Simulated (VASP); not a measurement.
# Sn4Se (F-43m) in VASP: further runs, part 2 of 2

VASP 6.6.1.

## (4) Single point, PBE

This run uses another cell than the first one, of 33.39 Å³/atom.

File INCAR:

```
ALGO = Normal
EDIFF = 1E-6
ENCUT = 520
GGA = PE
ISIF = 2
ISMEAR = 0
LASPH = T
LCHARG = F
LREAL = F
LWAVE = F
NBANDS = 39
NELM = 80
PREC = Accurate
SIGMA = 0.1
```

File KPOINTS:

```
k-points
0
Gamma
  8 8 8
```

File POSCAR:

```
Sn4Se
1.0
    0.0000000000      4.3705060910      4.3705060910
    4.3705060910      0.0000000000      4.3705060910
    4.3705060910      4.3705060910      0.0000000000
Sn Se
4 1
Direct
    0.1250880217      0.6247359350      0.1250880217
    0.1250880217      0.1250880217      0.1250880217
    0.6247359350      0.1250880217      0.1250880217
    0.1250880217      0.1250880217      0.6247359350
    0.7500000000      0.7500000000      0.7500000000
```

Potentials or basis: VASP PAW PBE potentials, release 64 (Sn_d, Se).

Command:

```console
$ cat potpaw_PBE.64/Sn_d/POTCAR potpaw_PBE.64/Se/POTCAR > POTCAR
$ mpirun -np 1 vasp_std > vasp.out
```

OUTCAR:

```text
EDIFF = 1E-6
   ENCUT = 520
   GGA = PE
   ISIF = 2
   ISMEAR = 0
   LASPH = T
   LREAL = F
   NELM = 80
   PREC = Accurate

 ion  position               nearest neighbor table
   1  0.125  0.625  0.125-   2 3.09   3 3.09   4 3.09   4 3.09   2 3.09   3 3.09
   2  0.125  0.125  0.125-   1 3.09   3 3.09   4 3.09   4 3.09   1 3.09   3 3.09
   3  0.625  0.125  0.125-   1 3.09   2 3.09   4 3.09   2 3.09   4 3.09   1 3.09
   4  0.125  0.125  0.625-   1 3.09   2 3.09   3 3.09   2 3.09   1 3.09   3 3.09
   5  0.750  0.750  0.750-

  LATTYP: Found a face centered cubic cell.
 ALAT       =     8.7410121820

  Lattice vectors:

 A1 = (   0.0000000000,   4.3705060910,   4.3705060910)
 A2 = (   4.3705060910,   0.0000000000,   4.3705060910)
 A3 = (   4.3705060910,   4.3705060910,   0.0000000000)

Analysis of symmetry for initial positions (statically):
=====================================================================
 Subroutine PRICEL returns:
 Original cell was already a primitive cell.

 Routine SETGRP: Setting up the symmetry group for a
 face centered cubic supercell.

 Subroutine GETGRP returns: Found 24 space group operations
 (whereof 24 operations were pure point group operations)
 out of a pool of 48 trial point group operations.

The static configuration has the point symmetry T_d .

Analysis of symmetry for dynamics (positions and initial velocities):
=====================================================================
 Subroutine PRICEL returns:
 Original cell was already a primitive cell.

 Routine SETGRP: Setting up the symmetry group for a
 face centered cubic supercell.

 Subroutine GETGRP returns: Found 24 space group operations
 (whereof 24 operations were pure point group operations)
 out of a pool of 48 trial point group operations.

The dynamic configuration has the point symmetry T_d .

 Subroutine INISYM returns: Found 24 space group operations
 (whereof 24 operations are pure point group operations),
 and found     1 'primitive' translations

----------------------------------------------------------------------------------------

                                     Primitive cell

  volume of cell :     166.9649

  direct lattice vectors                    reciprocal lattice vectors
     0.000000000  4.370506091  4.370506091    -0.114403227  0.114403227  0.114403227
     4.370506091  0.000000000  4.370506091     0.114403227 -0.114403227  0.114403227
     4.370506091  4.370506091  0.000000000     0.114403227  0.114403227 -0.114403227

  length of vectors
     6.180828988  6.180828988  6.180828988     0.198152202  0.198152202  0.198152202

  position of ions in fractional coordinates (direct lattice)
     0.125088022  0.624735935  0.125088022
     0.125088022  0.125088022  0.125088022
     0.624735935  0.125088022  0.125088022
     0.125088022  0.125088022  0.624735935
     0.750000000  0.750000000  0.750000000

  ion indices of the primitive-cell ions
   primitive index   ion index
                 1           1
                 2           2
                 3           3
                 4           4
                 5           5

----------------------------------------------------------------------------------------

 KPOINTS: k-points

Automatic generation of k-mesh.
[... 25 lines left out ...]
  0.250000  0.000000  0.000000      8.000000
  0.375000  0.000000  0.000000      8.000000
  0.500000  0.000000  0.000000      4.000000
  0.125000  0.125000  0.000000      6.000000
[... 16 lines left out ...]
  0.500000  0.250000  0.125000     48.000000
 -0.375000  0.250000  0.125000     24.000000
 [... further k-points ...]
   k-points           NKPTS =     29   k-points in BZ     NKDIM =     29   number of bands    NBANDS=     39
   number of dos      NEDOS =    301   number of ions     NIONS =      5
   total plane-waves  NPLWV = 110592
   dimension x,y,z NGX =    48 NGY =   48 NGZ =   48
   dimension x,y,z NGXF=    96 NGYF=   96 NGZF=   96
   ions per type =               4   1
   NGX,Y,Z   is equivalent  to a cutoff of  12.91, 12.91, 12.91 a.u.
   NGXF,Y,Z  is equivalent  to a cutoff of  25.82, 25.82, 25.82 a.u.
 SYSTEM =  unknown system
   PREC   = accura    normal or accurate (medium, high low for compatibility)
   ISTART =      0    job   : 0-new  1-cont  2-samecut
   ICHARG =      2    charge: 1-file 2-atom 10-const
   ISPIN  =      1    spin polarized calculation?
   LNONCOLLINEAR =      F non collinear calculations
   LSORBIT =      F    spin-orbit coupling
   LASPH  =      T    aspherical Exc in radial PAW
   ENCUT  =  520.0 eV  38.22 Ry    6.18 a.u.  11.49 11.49 11.49*2*pi/ulx,y,z
   NELM   =     80;   NELMIN=  2; NELMDL= -5     # of ELM steps
   EDIFF  = 0.1E-05   stopping-criterion for ELM
   LREAL  =      F    real-space projection
   EDIFFG = 0.1E-04   stopping-criterion for IOM
   NSW    =      0    number of steps for IOM
   IBRION =     -1    ionic relax: 0-MD 1-quasi-New 2-CG
   NFREE  =      0    steps in history (QN), initial steepest desc. (CG)
   ISIF   =      2    stress and relaxation
   ISYM   =      2    0-nonsym 1-usesym 2-fastsym
   POTIM  = 0.5000    time-step for ionic-motion
   TEBEG  =    0.0;   TEEND  =   0.0 temperature during run
   PSTRESS=    0.0 pullay stress
   NELECT =      62.0000    total number of electrons
   NUPDOWN=      -1.0000    fix difference up-down
   EMIN   =  10.00;   EMAX   =-10.00  energy-range for DOS
   EFERMI =   0.00;   METHOD = LEGACY
   ISMEAR =     0;   SIGMA  =   0.10  broadening in eV -4-tet -1-fermi 0-gaus
   EFERMI_NEDOS =   21; number of points for ismear=-14 and -15
   IALGO  =     38    algorithm
   IMIX   =      4    mixing-type and parameters
     AMIX     =   0.40;   BMIX     =  1.00
     AMIX_MAG =   1.60;   BMIX_MAG =  1.00
  volume/ion in A,a.u.               =      33.39       225.35
  Fermi-wavevector in a.u.,A,eV,Ry     =   1.176694  2.223630 18.838757  1.384610
  Thomas-Fermi vector in A             =   2.313054
   LORBIT       =      0    0 simple, 1 ext, 2 COOP (PROOUT), +10 PAW based schemes
   GGA     = PE    functional components
   LHFCALC =     F    Hartree Fock is set to
   AEXX    =    0.0000 exact exchange contribution
   IVDW    =     0    specifies the selected vdW correction
   LEPSILON=     F    determine dielectric tensor
   LRPA    =     F    only Hartree local field effects (RPA)
 non-spin polarized calculation
 Gauss-broadening in eV      SIGMA  =   0.10
  energy-cutoff  :      520.00
  volume of cell :      166.96
 maximum number of plane-waves:      4573
 NGX is ok and might be reduce to    48
   NGX = 23   NGY = 23   NGZ = 23

 number of electron      61.9999969 magnetization

 Free energy of the ion-electron system (eV)
  ---------------------------------------------------
  ext. energy  EPLUGINS =         0.00000000
  ---------------------------------------------------
  free energy    TOTEN  =       -17.25509978 eV

  energy without entropy =      -17.22960644  energy(sigma->0) =      -17.24235311

 E-fermi :   4.7386     XC(G=0):  -8.8830

 val. band max:        4.7332977419   @ k =  -0.3750   0.2500   0.1250
 cond. band min:       4.7626653069   @ k =   0.2500   0.2500   0.0000
 fundamental gap:      0.0293675651
 Fermi energy:         4.7386282376

 k-point     1 :       0.0000    0.0000    0.0000
  band No.  band energies     occupation
      1     -16.9958      2.00000
      2     -16.9252      2.00000
      3     -16.9252      2.00000
      4     -16.9129      2.00000
      5     -16.9129      2.00000
      6     -16.9129      2.00000
[... 997 lines left out ...]
     38       9.2476      0.00000
     39       9.5242      0.00000

 [... further k-points ...]

------------------------ aborting loop because EDIFF is reached ----------------------------------------

  FORCE on cell =-STRESS in cart. coord.  units (eV):
  Direction    XX          YY          ZZ          XY          YZ          ZX
  --------------------------------------------------------------------------------------
  -------------------------------------------------------------------------------------
  Total       -0.0268118     -0.0268118     -0.0268118     -0.0000000      0.0000000     -0.0000000
  in kB       -0.2572832     -0.2572832     -0.2572832     -0.0000000      0.0000000     -0.0000000
  external PRESSURE =      -0.2572832 kB  Pullay stress =       0.0000000 kB

 VOLUME and BASIS-vectors are now :
 -----------------------------------------------------------------------------
  energy-cutoff  :      520.00
  volume of cell :      166.96
      direct lattice vectors                 reciprocal lattice vectors
     0.000000000  4.370506091  4.370506091    -0.114403227  0.114403227  0.114403227
     4.370506091  0.000000000  4.370506091     0.114403227 -0.114403227  0.114403227
     4.370506091  4.370506091  0.000000000     0.114403227  0.114403227 -0.114403227

 POSITION                                       TOTAL-FORCE (eV/Angst)
 -----------------------------------------------------------------------------------
      3.27711      1.09340      3.27711        -0.001449      0.001449     -0.001449
      1.09340      1.09340      1.09340         0.001449      0.001449      0.001449
      1.09340      3.27711      3.27711         0.001449     -0.001449     -0.001449
      3.27711      3.27711      1.09340        -0.001449     -0.001449      0.001449
      6.55576      6.55576      6.55576         0.000000      0.000000      0.000000
 -----------------------------------------------------------------------------------
    total drift:                               -0.000001     -0.000001     -0.000001

  FREE ENERGIE OF THE ION-ELECTRON SYSTEM (eV)
  ---------------------------------------------------
  free  energy   TOTEN  =       -17.2550997773 eV

  energy  without entropy=      -17.2296064389  energy(sigma->0) =      -17.24235311
```

OSZICAR:

```text
N       E                     dE             d eps       ncg     rms          rms(c)
DAV:   1     0.638982462866E+03    0.63898E+03   -0.30558E+04  2375   0.219E+03
DAV:   2     0.756551035843E+02   -0.56333E+03   -0.55028E+03  2262   0.599E+02
DAV:   3    -0.125190772203E+02   -0.88174E+02   -0.85406E+02  2628   0.197E+02
DAV:   4    -0.174839755016E+02   -0.49649E+01   -0.49153E+01  2493   0.501E+01
DAV:   5    -0.176297448950E+02   -0.14577E+00   -0.14570E+00  2986   0.913E+00    0.374E+00
DAV:   6    -0.172986566037E+02    0.33109E+00   -0.15636E+00  2788   0.487E+00    0.233E+00
DAV:   7    -0.172612652221E+02    0.37391E-01   -0.27321E-01  2840   0.200E+00    0.123E+00
DAV:   8    -0.172523672960E+02    0.88979E-02   -0.66777E-02  2579   0.132E+00    0.188E-01
DAV:   9    -0.172536904688E+02   -0.13232E-02   -0.98927E-03  2608   0.762E-01    0.119E-01
DAV:  10    -0.172548418050E+02   -0.11513E-02   -0.16679E-03  2482   0.282E-01    0.352E-02
DAV:  11    -0.172550145830E+02   -0.17278E-03   -0.18915E-04  2599   0.794E-02    0.227E-02
DAV:  12    -0.172550832278E+02   -0.68645E-04   -0.84736E-05  2467   0.482E-02    0.784E-03
DAV:  13    -0.172550980585E+02   -0.14831E-04   -0.20448E-05  2057   0.174E-02    0.268E-03
DAV:  14    -0.172550996213E+02   -0.15628E-05   -0.24255E-06  1885   0.609E-03    0.130E-03
DAV:  15    -0.172550997773E+02   -0.15603E-06   -0.33122E-07  1694   0.344E-03
   1 F= -.17255100E+02 E0= -.17242353E+02  d E =-.254933E-01
```

stdout:

```text
POSCAR found type information on POSCAR SnSe
 POSCAR found :  2 types and       5 ions
 scaLAPACK will be used
 LDA part: xc-table for (Slater+PW92), standard interpolation
 POSCAR, INCAR and KPOINTS ok, starting setup
 FFT: planning ... GRIDC
 FFT: planning ... GRID_SOFT
 FFT: planning ... GRID
 WAVECAR not read
 entering main loop
```

It took 5.2 min on 1 thread of Intel Xeon 8259CL, shared host; peak memory 0.41 GiB.

Results:

| Item | Value |
| --- | --- |
| Free energy | -17.2551 eV |
| Pressure | 0.0 GPa |
| Band gap on the k mesh | zero (bands 31 and 32 overlap by 1.86 eV) |

Forces on the atoms (eV/Å):
```
Sn  -0.001  0.001 -0.001
Sn   0.001  0.001  0.001
Sn   0.001 -0.001 -0.001
Sn  -0.001 -0.001  0.001
Se   0.000  0.000  0.000
```

Caveat: spin-orbit coupling is left out, which moves the levels of the heavy elements.

## (5) Relaxation of cell and atoms, PBE

File INCAR:

```
ALGO = Normal
EDIFF = 1E-6
EDIFFG = -0.04
ENCUT = 600
GGA = PE
IBRION = 2
ISIF = 3
ISMEAR = 0
LASPH = T
LCHARG = F
LREAL = F
LWAVE = F
NELM = 60
NSW = 90
PREC = Accurate
SIGMA = 0.1
```

File KPOINTS:

```
k-points
0
Gamma
  4 4 4
```

File POSCAR:

```
Sn4Se
1.0
    0.0000000000      4.1342836500      4.1342836500
    4.1342836500      0.0000000000      4.1342836500
    4.1342836500      4.1342836500      0.0000000000
Sn Se
4 1
Direct
    0.8430302300      0.8430302300      0.8430302300
    0.8430302300      0.8430302300      0.4709093000
    0.8430302300      0.4709093000      0.8430302300
    0.4709093000      0.8430302300      0.8430302300
    0.2500000000      0.2500000000      0.2500000000
```

Command:

```console
$ cat potpaw_PBE.64/Sn_d/POTCAR potpaw_PBE.64/Se/POTCAR > POTCAR
$ mpirun -np 1 vasp_std > vasp.out
```

Wall time 18 min (1 thread of Intel Xeon 8259CL, shared host); peak memory 0.36 GiB.

It converged, with:

| Item | Value |
| --- | --- |
| Free energy | -17.3159 eV |
| Relaxed volume | 33.39 Å³/atom |
| Relaxed cell | a = 6.181 Å, b = 6.181 Å, c = 6.181 Å, α = 60.00°, β = 60.00°, γ = 60.00° |
| Space group after relaxing (to 0.1 Å) | F-43m (No. 216) |
| Pressure after relaxing | 0.0 GPa |
| Largest force after relaxing | 0.025 eV/Å |
| Band gap on the k mesh | zero (bands 31 and 32 overlap by 1.87 eV) |

Forces in eV/Å, atoms in the order of the input:
```
Sn  -0.015 -0.015 -0.015
Sn   0.015  0.015 -0.015
Sn   0.015 -0.015  0.015
Sn  -0.015  0.015  0.015
Se   0.000  0.000  0.000
```

Final structure:
```
Sn Se
1.0
     0.00000    4.37051    4.37051
     4.37051    0.00000    4.37051
     4.37051    4.37051    0.00000
Sn Se
4 1
Direct
  0.87499 0.87499 0.87499
  0.87499 0.87499 0.37503
  0.87499 0.37503 0.87499
  0.37503 0.87499 0.87499
  0.25000 0.25000 0.25000
```

Levels at points of the mesh, in eV from the Fermi level:
```tsv
k point	band 29	band 30	band 31	band 32	band 33	band 34
(0.00, 0.00, 0.00)	-3.09	-0.67	-0.67	-0.52	-0.52	-0.52
(0.50, 0.00, 0.00)	-1.04	-0.25	-0.25	1.30	1.30	1.60
(0.50, 0.50, 0.00)	-1.37	-0.51	1.20	1.20	1.36	1.55
```

Caveat: the volume moved by over 15 % at a fixed basis, so the end points are rough; spin-orbit coupling is left out, which moves the levels of the heavy elements.

## (6) Relaxation of cell and atoms, PBE

This run uses another cell than the first one, of 33.50 Å³/atom.

File INCAR:

```
SYSTEM = Sn4Se
PREC = Accurate
ENCUT = 600
EDIFF = 1E-6
ISMEAR = 0
SIGMA = 0.1
LREAL = .False.
LASPH = .True.
NELM = 80
ALGO = Normal
ISIF = 3
LWAVE = .False.
LCHARG = .False.
GGA = PE
IBRION = 2
NSW = 100
EDIFFG = -0.01
```

File KPOINTS:

```
regular mesh
0
Gamma
  8 8 8
  0 0 0
```

File POSCAR:

```
Sn4Se
1.0
    0.0000000000      4.3753437673      4.3753437673
    4.3753437673      0.0000000000      4.3753437673
    4.3753437673      4.3753437673      0.0000000000
Sn Se
4 1
Direct
    0.1251227425      0.6246317726      0.1251227425
    0.1251227425      0.1251227425      0.1251227425
    0.6246317726      0.1251227425      0.1251227425
    0.1251227425      0.1251227425      0.6246317726
    0.7500000000      0.7500000000      0.7500000000
```

Potentials or basis: VASP PAW PBE potentials, release 64 (Sn_d, Se).

Command:

```console
$ cat potpaw_PBE.64/Sn_d/POTCAR potpaw_PBE.64/Se/POTCAR > POTCAR
$ mpirun -np 1 vasp_std > vasp.out
```

Run time: 8 min. Hardware: 1 thread of Intel Xeon 8259CL, shared host; peak memory 0.47 GiB.

Results (log left out):

```
Free energy                           : -17.2554 eV
Relaxed volume                        : 33.39 Å³/atom
Relaxed cell                          : a = 6.180 Å, b = 6.180 Å, c = 6.180 Å, α = 60.00°, β = 60.00°, γ = 60.00°
Space group after relaxing (to 0.1 Å) : F-43m (No. 216)
Energy gained by relaxing             : 0.0 meV/atom
Ionic steps                           : 2
Pressure after relaxing               : 0.0 GPa
Band gap on the k mesh                : zero (bands 31 and 32 overlap by 1.86 eV)
```

The path:
```tsv
step	energy change (eV)	largest force (eV/Å)	pressure (GPa)	volume (Å³)
1	0.0000	0.0071	-0.12	167.52
2	-0.0002	0.0001	0.02	166.93
```

Final structure:
```xyz
5
Lattice="0.0000 4.3702 4.3702 4.3702 0.0000 4.3702 4.3702 4.3702 0.0000" Properties=species:S:1:pos:R:3 pbc="T T T"
Sn    3.2768    1.0934    3.2768
Sn    1.0934    1.0934    1.0934
Sn    1.0934    3.2768    3.2768
Sn    3.2768    3.2768    1.0934
Se    6.5553    6.5553    6.5553
```

Levels at points of the mesh, in eV from the Fermi level:
| k point | band 29 | band 30 | band 31 | band 32 | band 33 | band 34 |
| --- | --- | --- | --- | --- | --- | --- |
| (0.00, 0.00, 0.00) | -3.09 | -0.67 | -0.67 | -0.51 | -0.51 | -0.51 |
| (0.50, 0.00, 0.00) | -1.02 | -0.24 | -0.24 | 1.31 | 1.31 | 1.61 |
| (0.50, 0.50, 0.00) | -1.36 | -0.50 | 1.20 | 1.20 | 1.36 | 1.56 |

Caveat: spin-orbit coupling is left out, which moves the levels of the heavy elements.

## (7) The runs side by side

| task | cell | k mesh | cutoff (eV) | gap on the mesh (eV) | pressure (GPa) | relaxed volume (Å³/atom) | largest force (eV/Å) |
| --- | --- | --- | --- | --- | --- | --- | --- |
| single point | a = 5.847 Å, angles 60.0°, 5 atoms, atomic positions A | 4 × 4 × 4 | 520 | none | 61.7 | - | 33.30 |
| single point | a = 6.188 Å, angles 60.0°, 5 atoms, atomic positions B | 4 × 4 × 4 | 520 | none | -0.1 | - | - |
| single point | a = 6.181 Å, angles 60.0°, 5 atoms, atomic positions B | 8 × 8 × 8 | 520 | none | 0.0 | - | - |
| relaxation of cell and atoms | relaxed from a = 5.847 Å, angles 60.0°, 5 atoms, atomic positions A | 4 × 4 × 4 | 600 | none | 0.0 | 33.39 | 0.03 |
| relaxation of cell and atoms | relaxed from a = 6.188 Å, angles 60.0°, 5 atoms, atomic positions B | 8 × 8 × 8 | 600 | none | 0.0 | 33.39 | - |

Alike in all rows: level PBE; potentials or basis VASP PAW PBE potentials, release 64 (Sn_d, Se); no spin polarisation; smearing gaussian 0.1 eV.

Caveats: spin-orbit coupling is left out, which moves the levels of the heavy elements; the cell stands under pressure (at least some runs); forces of over 1 eV/Å act on the atoms, so gaps and moduli don't describe the material at rest (at least some runs); the volume moved by over 15 % at a fixed basis, so the end points are rough (at least some runs).

Total energies depend on the potentials used, so only differences within one code and one set of settings carry meaning.
